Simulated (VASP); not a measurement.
# BaTe (R3m) in VASP: a series of runs, part 2 of 2

VASP 6.6.1. Earlier steps stand in the parts before.

## Step 3: Single point, r2SCAN (strain along [111] +5.8%)

POSCAR reads:

```
BaTe
1.0
    0.1513474688      4.0655061454      4.0655061454
    4.0655061454      0.1513474688      4.0655061454
    4.0655061454      4.0655061454      0.1513474688
Ba Te
1 1
Direct
    0.0032527277      0.0032527277      0.0032527277
    0.2467472723      0.2467472723      0.2467472723
```

INCAR.step1 reads:

```
SYSTEM = BaTe
PREC = Accurate ; ENCUT = 520
ISMEAR = 0 ; SIGMA = 0.01
LREAL = .FALSE. ; LASPH = .TRUE.
NELM = 100 ; NBANDS = 15
GGA = PE ; ALGO = Normal
EDIFF = 1E-4 ; LWAVE = .TRUE.
LCHARG = .FALSE.
```

INCAR.step2 reads:

```
SYSTEM = BaTe
PREC = Accurate ; ENCUT = 520
EDIFF = 1E-7 ; ISMEAR = 0
SIGMA = 0.01 ; LREAL = .FALSE.
LASPH = .TRUE. ; NELM = 100
ALGO = Normal ; ISIF = 2
LWAVE = .FALSE. ; LCHARG = .TRUE.
METAGGA = R2SCAN ; LMIXTAU = .TRUE.
LELF = .TRUE. ; LVHAR = .TRUE.
NBANDS = 15 ; ISTART = 1
```

KPOINTS reads:

```
regular mesh
0
G
  6 6 6
  0 0 0
```

Potentials or basis: VASP PAW PBE potentials, release 64 (Ba_sv, Te).

Command:

```
> cat potpaw_PBE.64/Ba_sv/POTCAR potpaw_PBE.64/Te/POTCAR > POTCAR
> cp INCAR.step1 INCAR
> mpirun -np 1 vasp_std > vasp.out
> cp INCAR.step2 INCAR
> mpirun -np 1 vasp_std > vasp.out
```

OUTCAR:

```text
SYSTEM = BaTe
   PREC = Accurate
   ENCUT = 520
   EDIFF = 1E-7
   ISMEAR = 0
   LREAL = .FALSE.
   LASPH = .TRUE.
   NELM = 100
   ISIF = 2
   METAGGA = R2SCAN
   ISTART = 1

 ion  position               nearest neighbor table
   1  0.003  0.003  0.003-   2 3.45   2 3.45   2 3.45   2 3.49
   2  0.247  0.247  0.247-   1 3.45   1 3.45   1 3.45   1 3.49

  LATTYP: Found a trigonal (rhomboedric) cell.
 ALAT       =     5.7514855901
 COS(alpha) =     0.5368552098

  Lattice vectors:

 A1 = (   0.1513474688,   4.0655061454,   4.0655061454)
 A2 = (   4.0655061454,   0.1513474688,   4.0655061454)
 A3 = (   4.0655061454,   4.0655061454,   0.1513474688)

Analysis of symmetry for initial positions (statically):
=====================================================================
 Subroutine PRICEL returns:
 Original cell was already a primitive cell.

 Routine SETGRP: Setting up the symmetry group for a
 trigonal (rhombohedral) supercell.

 Subroutine GETGRP returns: Found  6 space group operations
 (whereof  6 operations were pure point group operations)
 out of a pool of 12 trial point group operations.

The static configuration has the point symmetry C_3v.

Analysis of symmetry for dynamics (positions and initial velocities):
=====================================================================
 Subroutine PRICEL returns:
 Original cell was already a primitive cell.

 Routine SETGRP: Setting up the symmetry group for a
 trigonal (rhombohedral) supercell.

 Subroutine GETGRP returns: Found  6 space group operations
 (whereof  6 operations were pure point group operations)
 out of a pool of 12 trial point group operations.

The dynamic configuration has the point symmetry C_3v.

 Subroutine INISYM returns: Found  6 space group operations
 (whereof  6 operations are pure point group operations),
 and found     1 'primitive' translations

----------------------------------------------------------------------------------------

                                     Primitive cell

  volume of cell :     126.8910

[... 119 lines left out ...]
 non-spin polarized calculation
 Gauss-broadening in eV      SIGMA  =   0.01
  energy-cutoff  :      520.00
  volume of cell :      126.89
 maximum number of plane-waves:      3437
 NGX is ok and might be reduce to    48
   NGX = 21   NGY = 21   NGZ = 21

 number of electron      16.0000000 magnetization

 Free energy of the ion-electron system (eV)
  ---------------------------------------------------
  ext. energy  EPLUGINS =         0.00000000
  ---------------------------------------------------
  free energy    TOTEN  =       -55.35104435 eV

  energy without entropy =      -55.35104435  energy(sigma->0) =      -55.35104435

 E-fermi :  -0.3355     XC(G=0):  -6.8519

 val. band max:       -0.3956862069   @ k =   0.5000   0.5000  -0.0000
 cond. band min:       2.4201363537   @ k =   0.0000   0.0000   0.0000
 fundamental gap:      2.8158225606
 Fermi energy:        -0.3354679312

 k-point     1 :       0.0000    0.0000    0.0000
  band No.  band energies     occupation
      1     -28.3009      2.00000
      2     -13.0461      2.00000
      3     -13.0461      2.00000
      4     -13.0376      2.00000
      5      -9.3476      2.00000
      6      -0.8689      2.00000
      7      -0.7355      2.00000
      8      -0.7355      2.00000
      9       2.4201      0.00000
     10       4.0922      0.00000
     11       4.0922      0.00000
     12       5.8696      0.00000
     13       5.8696      0.00000
     14       6.0529      0.00000
[... 401 lines left out ...]
      2     -13.1863      2.00000
      3     -13.0801      2.00000
      4     -13.0680      2.00000
      5      -9.0505      2.00000
      6      -1.1026      2.00000
      7      -0.6765      2.00000
      8      -0.4282      2.00000
      9       2.7713      0.00000
     10       3.7303      0.00000
     11       4.7228      0.00000
     12       4.9833      0.00000
     13       5.6193      0.00000
     14       6.8565      0.00000
     15       7.1502      0.00000

 [... further k-points ...]

------------------------ aborting loop because EDIFF is reached ----------------------------------------

  FORCE on cell =-STRESS in cart. coord.  units (eV):
  Direction    XX          YY          ZZ          XY          YZ          ZX
  --------------------------------------------------------------------------------------
  -------------------------------------------------------------------------------------
  Total       -0.7004669     -0.7004669     -0.7004669     -0.1756430     -0.1756430     -0.1756430
  in kB       -8.8443771     -8.8443771     -8.8443771     -2.2177390     -2.2177390     -2.2177390
  external PRESSURE =      -8.8443771 kB  Pullay stress =       0.0000000 kB

 VOLUME and BASIS-vectors are now :
 -----------------------------------------------------------------------------
  energy-cutoff  :      520.00
  volume of cell :      126.89
      direct lattice vectors                 reciprocal lattice vectors
     0.151347469  4.065506145  4.065506145    -0.130075650  0.125407094  0.125407094
     4.065506145  0.151347469  4.065506145     0.125407094 -0.130075650  0.125407094
     4.065506145  4.065506145  0.151347469     0.125407094  0.125407094 -0.130075650

 POSITION                                       TOTAL-FORCE (eV/Angst)
 -----------------------------------------------------------------------------------
      0.02694      0.02694      0.02694         0.005738      0.005738      0.005738
      2.04365      2.04365      2.04365        -0.005738     -0.005738     -0.005738
 -----------------------------------------------------------------------------------
    total drift:                                0.000061      0.000061      0.000061

  FREE ENERGIE OF THE ION-ELECTRON SYSTEM (eV)
  ---------------------------------------------------
  free  energy   TOTEN  =       -55.3510443461 eV

  energy  without entropy=      -55.3510443461  energy(sigma->0) =      -55.35104435
```

Wall time 2.9 min (1 thread of Intel Xeon 6975P-C (Granite Rapids), shared host); peak memory 0.38 GiB.

Results:

- Free energy: -55.3510 eV
- Pressure: -0.9 GPa
- Largest force: 0.010 eV/Å
- Band gap on the k mesh: 2.82 eV, indirect (least direct gap 3.16 eV)

Forces on the atoms (eV/Å):
```
Ba   0.006  0.006  0.006
Te  -0.006 -0.006 -0.006
```

Caveat: the cell differs from its parent crystal (strain along [111] +5.8%); the PAW data sets were made with another functional, which shifts forces and pressure a little; spin-orbit coupling is left out, which moves the levels of the heavy elements. A k mesh can miss the band edges.
